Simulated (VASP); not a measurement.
# NbSb3 (Pm-3m) in VASP: notebook

The runs below take NbSb3 through single point, relaxation of cell and atoms, with PBE.

Program: VASP 6.6.1. These are calculated values, not measurements. Logs are shortened: lines on timing, memory, paths and dates and some standing lists are left out, and cuts for length are marked.

### Step 1. The cell of the first run

The structure is cubic, space group Pm-3m (No. 221). The conventional cell has a = 4.598 Å, b = 4.598 Å, c = 4.598 Å, α = 90.00°, β = 90.00°, γ = 90.00°. Within 4.3 Å of Nb (site symmetry m-3m) lie 12 Sb at 3.25 Å. Within 4.3 Å of Sb (site symmetry 4/mmm) lie 4 Nb at 3.25 Å and 8 Sb at 3.25 Å.

### Step 2. Single point, PBE

Input file INCAR:

```
PREC     = Accurate       # precision mode
ENCUT    = 520            # plane-wave cutoff, eV
EDIFF    = 1E-7           # SCF threshold, eV
ISMEAR   = 0              # smearing method
SIGMA    = 0.1            # smearing width, eV
LREAL    = F              # projectors in reciprocal space
LASPH    = T              # aspherical terms in the spheres
NELM     = 60             # most SCF steps
ALGO     = Normal         # electronic algorithm
ISIF     = 2              # what is computed and relaxed
LWAVE    = F              # write WAVECAR
LCHARG   = T              # write CHGCAR
GGA      = PE             # functional
LELF     = T              # ELF
LVHAR    = T            
NBANDS   = 22             # bands
```

Input file KPOINTS:

```
Automatic mesh
0
Gamma
  4 4 4
```

Input file POSCAR:

```
NbSb3
1.0
    4.5979822723      0.0000000000      0.0000000000
    0.0000000000      4.5979822723      0.0000000000
    0.0000000000      0.0000000000      4.5979822723
Nb Sb
1 3
Direct
    0.0000000000      0.0000000000      0.0000000000
    0.0000000000      0.5000000000      0.5000000000
    0.5000000000      0.0000000000      0.5000000000
    0.5000000000      0.5000000000      0.0000000000
```

Potentials or basis: VASP PAW PBE potentials, release 64 (Nb_sv, Sb).

Launch:

```console
> cat potpaw_PBE.64/Nb_sv/POTCAR potpaw_PBE.64/Sb/POTCAR > POTCAR
> mpirun -np 1 vasp_std > vasp.out
```

OUTCAR:

```text
PREC = Accurate
   ENCUT = 520
   EDIFF = 1E-7
   ISMEAR = 0
   LREAL = F
   LASPH = T
   NELM = 60
   ISIF = 2
   GGA = PE

 ion  position               nearest neighbor table
   1  0.000  0.000  0.000-   2 3.25   3 3.25   4 3.25   2 3.25   3 3.25   2 3.25   4 3.25   2 3.25
                             3 3.25   4 3.25   3 3.25   4 3.25
   2  0.000  0.500  0.500-   1 3.25   3 3.25   4 3.25   1 3.25   4 3.25   1 3.25   3 3.25   1 3.25
                             3 3.25   4 3.25   4 3.25   3 3.25
   3  0.500  0.000  0.500-   1 3.25   2 3.25   4 3.25   1 3.25   4 3.25   2 3.25   4 3.25   4 3.25
                             1 3.25   2 3.25   1 3.25   2 3.25
   4  0.500  0.500  0.000-   1 3.25   2 3.25   3 3.25   2 3.25   3 3.25   1 3.25   3 3.25   3 3.25
                             1 3.25   2 3.25   2 3.25   1 3.25

  LATTYP: Found a simple cubic cell.
 ALAT       =     4.5979822723

  Lattice vectors:

 A1 = (   4.5979822723,   0.0000000000,   0.0000000000)
 A2 = (   0.0000000000,   4.5979822723,   0.0000000000)
 A3 = (   0.0000000000,   0.0000000000,   4.5979822723)

Analysis of symmetry for initial positions (statically):
=====================================================================
 Subroutine PRICEL returns:
 Original cell was already a primitive cell.

 Routine SETGRP: Setting up the symmetry group for a
 simple cubic supercell.

 Subroutine GETGRP returns: Found 48 space group operations
 (whereof 48 operations were pure point group operations)
 out of a pool of 48 trial point group operations.

The static configuration has the point symmetry O_h .

Analysis of symmetry for dynamics (positions and initial velocities):
=====================================================================
 Subroutine PRICEL returns:
 Original cell was already a primitive cell.

 Routine SETGRP: Setting up the symmetry group for a
 simple cubic supercell.

 Subroutine GETGRP returns: Found 48 space group operations
 (whereof 48 operations were pure point group operations)
 out of a pool of 48 trial point group operations.

The dynamic configuration has the point symmetry O_h .

 Subroutine INISYM returns: Found 48 space group operations
 (whereof 48 operations are pure point group operations),
 and found     1 'primitive' translations

----------------------------------------------------------------------------------------

                                     Primitive cell

  volume of cell :      97.2080

  direct lattice vectors                    reciprocal lattice vectors
     4.597982272  0.000000000  0.000000000     0.217486702  0.000000000  0.000000000
     0.000000000  4.597982272  0.000000000     0.000000000  0.217486702  0.000000000
     0.000000000  0.000000000  4.597982272     0.000000000  0.000000000  0.217486702

  length of vectors
     4.597982272  4.597982272  4.597982272     0.217486702  0.217486702  0.217486702

  position of ions in fractional coordinates (direct lattice)
     0.000000000  0.000000000  0.000000000
     0.000000000  0.500000000  0.500000000
     0.500000000  0.000000000  0.500000000
     0.500000000  0.500000000  0.000000000

  ion indices of the primitive-cell ions
   primitive index   ion index
                 1           1
                 2           2
                 3           3
                 4           4

----------------------------------------------------------------------------------------

 KPOINTS: Automatic mesh

Automatic generation of k-mesh.
 Grid dimensions read from file:
 generate k-points for:    4    4    4

 Generating k-lattice:

  Cartesian coordinates                     Fractional coordinates (reciprocal lattice)
     0.054371675  0.000000000  0.000000000     0.250000000  0.000000000  0.000000000
     0.000000000  0.054371675  0.000000000     0.000000000  0.250000000  0.000000000
     0.000000000  0.000000000  0.054371675     0.000000000  0.000000000  0.250000000

  Length of vectors
     0.054371675  0.054371675  0.054371675

  Shift w.r.t. Gamma in fractional coordinates (k-lattice)
     0.000000000  0.000000000  0.000000000

 Subroutine IBZKPT returns following result:
 ===========================================

 Found     10 irreducible k-points:

 Following reciprocal coordinates:
            Coordinates               Weight
  0.000000  0.000000  0.000000      1.000000
  0.250000  0.000000  0.000000      6.000000
  0.500000  0.000000  0.000000      3.000000
  0.250000  0.250000  0.000000     12.000000
  0.500000  0.250000  0.000000     12.000000
  0.500000  0.500000  0.000000      3.000000
  0.250000  0.250000  0.250000      8.000000
  0.500000  0.250000  0.250000     12.000000
  0.500000  0.500000  0.250000      6.000000
  0.500000  0.500000  0.500000      1.000000
   k-points           NKPTS =     10   k-points in BZ     NKDIM =     10   number of bands    NBANDS=     22
   number of dos      NEDOS =    301   number of ions     NIONS =      4
   total plane-waves  NPLWV =  46656
   dimension x,y,z NGX =    36 NGY =   36 NGZ =   36
   dimension x,y,z NGXF=    72 NGYF=   72 NGZF=   72
   ions per type =               1   3
   NGX,Y,Z   is equivalent  to a cutoff of  13.02, 13.02, 13.02 a.u.
   NGXF,Y,Z  is equivalent  to a cutoff of  26.03, 26.03, 26.03 a.u.
 SYSTEM =  unknown system
   PREC   = accura    normal or accurate (medium, high low for compatibility)
   ISTART =      0    job   : 0-new  1-cont  2-samecut
   ICHARG =      2    charge: 1-file 2-atom 10-const
   ISPIN  =      1    spin polarized calculation?
   LNONCOLLINEAR =      F non collinear calculations
   LSORBIT =      F    spin-orbit coupling
   LASPH  =      T    aspherical Exc in radial PAW
   ENCUT  =  520.0 eV  38.22 Ry    6.18 a.u.   8.55  8.55  8.55*2*pi/ulx,y,z
   NELM   =     60;   NELMIN=  2; NELMDL= -5     # of ELM steps
   EDIFF  = 0.1E-06   stopping-criterion for ELM
   LREAL  =      F    real-space projection
   EDIFFG = 0.1E-05   stopping-criterion for IOM
   NSW    =      0    number of steps for IOM
   IBRION =     -1    ionic relax: 0-MD 1-quasi-New 2-CG
   NFREE  =      0    steps in history (QN), initial steepest desc. (CG)
   ISIF   =      2    stress and relaxation
   ISYM   =      2    0-nonsym 1-usesym 2-fastsym
   POTIM  = 0.5000    time-step for ionic-motion
   TEBEG  =    0.0;   TEEND  =   0.0 temperature during run
   PSTRESS=    0.0 pullay stress
   NELECT =      28.0000    total number of electrons
   NUPDOWN=      -1.0000    fix difference up-down
   EMIN   =  10.00;   EMAX   =-10.00  energy-range for DOS
   EFERMI =   0.00;   METHOD = LEGACY
   ISMEAR =     0;   SIGMA  =   0.10  broadening in eV -4-tet -1-fermi 0-gaus
   EFERMI_NEDOS =   21; number of points for ismear=-14 and -15
   IALGO  =     38    algorithm
   IMIX   =      4    mixing-type and parameters
     AMIX     =   0.40;   BMIX     =  1.00
     AMIX_MAG =   1.60;   BMIX_MAG =  1.00
  volume/ion in A,a.u.               =      24.30       164.00
  Fermi-wavevector in a.u.,A,eV,Ry     =   1.081169  2.043113 15.904207  1.168926
  Thomas-Fermi vector in A             =   2.217179
   LORBIT       =      0    0 simple, 1 ext, 2 COOP (PROOUT), +10 PAW based schemes
   GGA     = PE    functional components
   LHFCALC =     F    Hartree Fock is set to
   AEXX    =    0.0000 exact exchange contribution
   IVDW    =     0    specifies the selected vdW correction
   LEPSILON=     F    determine dielectric tensor
   LRPA    =     F    only Hartree local field effects (RPA)
 non-spin polarized calculation
 Gauss-broadening in eV      SIGMA  =   0.10
  energy-cutoff  :      520.00
  volume of cell :       97.21
 maximum number of plane-waves:      2657
 NGX is ok and might be reduce to    36
   NGX = 17   NGY = 17   NGZ = 17

 number of electron      27.9999995 magnetization

 Free energy of the ion-electron system (eV)
  ---------------------------------------------------
  ext. energy  EPLUGINS =         0.00000000
  ---------------------------------------------------
  free energy    TOTEN  =       -20.55167200 eV

  energy without entropy =      -20.51002441  energy(sigma->0) =      -20.53084821

 E-fermi :   9.5653     XC(G=0): -10.7511

 val. band max:        9.5470038610   @ k =   0.5000   0.2500   0.2500
 cond. band min:       9.5832642066   @ k =   0.2500   0.2500   0.2500
 fundamental gap:      0.0362603456
 Fermi energy:         9.5653051306

 k-point     1 :       0.0000    0.0000    0.0000
  band No.  band energies     occupation
      1     -46.0268      2.00000
      2     -22.0714      2.00000
      3     -22.0714      2.00000
      4     -22.0714      2.00000
      5      -3.3019      2.00000
      6       2.0270      2.00000
[... 14 lines left out ...]
     21      12.6110      0.00000
     22      12.6110      0.00000

 k-point     2 :       0.2500    0.0000    0.0000
  band No.  band energies     occupation
      1     -46.0267      2.00000
      2     -22.0748      2.00000
      3     -22.0708      2.00000
      4     -22.0708      2.00000
      5      -2.8789      2.00000
      6       0.5706      2.00000
[... 14 lines left out ...]
     21      12.2006      0.00000
     22      12.2006      0.00000

 k-point     3 :       0.5000    0.0000    0.0000
  band No.  band energies     occupation
      1     -46.0266      2.00000
      2     -22.0782      2.00000
      3     -22.0702      2.00000
      4     -22.0702      2.00000
      5      -2.0234      2.00000
      6      -0.9382      2.00000
[... 14 lines left out ...]
     21      13.5358      0.00000
     22      14.5146      0.00000

 k-point     4 :       0.2500    0.2500    0.0000
  band No.  band energies     occupation
      1     -46.0266      2.00000
      2     -22.0743      2.00000
      3     -22.0742      2.00000
      4     -22.0702      2.00000
      5      -2.4689      2.00000
      6       0.5523      2.00000
[... 14 lines left out ...]
     21      12.6294      0.00000
     22      13.2784      0.00000

 k-point     5 :       0.5000    0.2500    0.0000
  band No.  band energies     occupation
      1     -46.0266      2.00000
      2     -22.0778      2.00000
      3     -22.0738      2.00000
      4     -22.0697      2.00000
      5      -1.6370      2.00000
      6      -0.6326      2.00000
[... 14 lines left out ...]
     21      12.9889      0.00000
     22      14.8954      0.00000

 k-point     6 :       0.5000    0.5000    0.0000
  band No.  band energies     occupation
      1     -46.0265      2.00000
      2     -22.0773      2.00000
      3     -22.0773      2.00000
      4     -22.0691      2.00000
      5      -0.7099      2.00000
      6      -0.2284      2.00000
[... 14 lines left out ...]
     21      13.4666      0.00000
     22      14.7994      0.00000

 k-point     7 :       0.2500    0.2500    0.2500
  band No.  band energies     occupation
      1     -46.0266      2.00000
      2     -22.0739      2.00000
      3     -22.0739      2.00000
      4     -22.0737      2.00000
      5      -2.0728      2.00000
      6       0.7258      2.00000
[... 14 lines left out ...]
     21      13.8731      0.00000
     22      13.8792      0.00000

 k-point     8 :       0.5000    0.2500    0.2500
  band No.  band energies     occupation
      1     -46.0265      2.00000
      2     -22.0774      2.00000
      3     -22.0734      2.00000
      4     -22.0732      2.00000
      5      -1.2657      2.00000
      6      -0.3842      2.00000
[... 14 lines left out ...]
     21      13.5003      0.00000
     22      13.6173      0.00000

 k-point     9 :       0.5000    0.5000    0.2500
  band No.  band energies     occupation
      1     -46.0264      2.00000
      2     -22.0769      2.00000
      3     -22.0769      2.00000
      4     -22.0728      2.00000
      5      -0.3770      2.00000
      6      -0.0737      2.00000
[... 14 lines left out ...]
     21      13.6178      0.00000
     22      14.3590      0.00000

 k-point    10 :       0.5000    0.5000    0.5000
  band No.  band energies     occupation
      1     -46.0263      2.00000
      2     -22.0765      2.00000
      3     -22.0765      2.00000
      4     -22.0765      2.00000
      5       0.1076      2.00000
      6       0.1076      2.00000
[... 14 lines left out ...]
     21      13.8521      0.00000
     22      13.8521      0.00000

------------------------ aborting loop because EDIFF is reached ----------------------------------------

  FORCE on cell =-STRESS in cart. coord.  units (eV):
  Direction    XX          YY          ZZ          XY          YZ          ZX
  --------------------------------------------------------------------------------------
  -------------------------------------------------------------------------------------
  Total       -0.5407571     -0.5407571     -0.5407571      0.0000000      0.0000000      0.0000000
  in kB       -8.9127345     -8.9127345     -8.9127345      0.0000000      0.0000000      0.0000000
  external PRESSURE =      -8.9127345 kB  Pullay stress =       0.0000000 kB

 VOLUME and BASIS-vectors are now :
 -----------------------------------------------------------------------------
  energy-cutoff  :      520.00
  volume of cell :       97.21
      direct lattice vectors                 reciprocal lattice vectors
     4.597982272  0.000000000  0.000000000     0.217486702  0.000000000  0.000000000
     0.000000000  4.597982272  0.000000000     0.000000000  0.217486702  0.000000000
     0.000000000  0.000000000  4.597982272     0.000000000  0.000000000  0.217486702

 POSITION                                       TOTAL-FORCE (eV/Angst)
 -----------------------------------------------------------------------------------
      0.00000      0.00000      0.00000         0.000000      0.000000      0.000000
      0.00000      2.29899      2.29899         0.000000      0.000000      0.000000
      2.29899      0.00000      2.29899         0.000000      0.000000      0.000000
      2.29899      2.29899      0.00000         0.000000      0.000000      0.000000
 -----------------------------------------------------------------------------------
    total drift:                               -0.000000     -0.000000     -0.000000

  FREE ENERGIE OF THE ION-ELECTRON SYSTEM (eV)
  ---------------------------------------------------
  free  energy   TOTEN  =       -20.5516719997 eV

  energy  without entropy=      -20.5100244141  energy(sigma->0) =      -20.53084821
```

Wall time 16 s (1 thread of Intel Xeon Platinum 8488C (Sapphire Rapids), shared host); peak memory 0.2 GiB.

Results:

| Property | Result |
| --- | --- |
| Free energy | -20.5517 eV |
| Pressure | -0.9 GPa |
| Band gap on the k mesh | zero (bands 14 and 15 overlap by 0.66 eV) |

Caveat: spin-orbit coupling is left out, which moves the levels of the heavy elements.

### Step 3. Single point, PBE

This run uses another cell than the first one, of 24.06 Å³/atom.

Input file INCAR:

```
SYSTEM = NbSb3
PREC = Accurate
ENCUT = 520
EDIFF = 1E-6
ISMEAR = 0
SIGMA = 0.1
LREAL = .FALSE.
LASPH = .TRUE.
NELM = 80
ALGO = Normal
ISIF = 2
LWAVE = .FALSE.
LCHARG = .FALSE.
GGA = PE
NBANDS = 22
```

Input file KPOINTS:

```
Automatic mesh
0
G
  10 10 10
  0 0 0
```

Input file POSCAR:

```
NbSb3
1.0
    4.5829834947      0.0000000000      0.0000000000
    0.0000000000      4.5829834947      0.0000000000
    0.0000000000      0.0000000000      4.5829834947
Nb Sb
1 3
Direct
    0.0000000000      0.0000000000      0.0000000000
    0.0000000000      0.5000000000      0.5000000000
    0.5000000000      0.0000000000      0.5000000000
    0.5000000000      0.5000000000      0.0000000000
```

Potentials or basis: VASP PAW PBE potentials, release 64 (Nb_sv, Sb).

Launch:

```console
> cat potpaw_PBE.64/Nb_sv/POTCAR potpaw_PBE.64/Sb/POTCAR > POTCAR
> mpirun -np 1 vasp_std > vasp.out
```

Run time: 52 s. Hardware: 1 thread of Intel Xeon Platinum 8488C (Sapphire Rapids), shared host; peak memory 0.27 GiB.

Results (log left out):

```
Free energy            : -20.5421 eV
Pressure               : -0.1 GPa
Band gap on the k mesh : zero (bands 14 and 15 overlap by 0.90 eV)
```

Levels at points of the mesh, in eV from the Fermi level:
```csv
k point,band 12,band 13,band 14,band 15,band 16,band 17
"(0.00, 0.00, 0.00)",-0.45,-0.45,-0.01,-0.01,0.04,0.50
"(0.50, 0.00, 0.00)",-1.80,-1.80,-0.87,-0.34,0.38,0.63
"(0.50, 0.50, 0.00)",-1.70,-1.02,-1.02,-0.06,-0.05,0.74
"(0.50, 0.50, 0.50)",-0.62,0.33,0.33,0.84,0.84,0.84
```

Caveat: spin-orbit coupling is left out, which moves the levels of the heavy elements.

[end of part 1 of 2]

The gap in the log of VASP goes by the Fermi energy; the results here count the filled bands.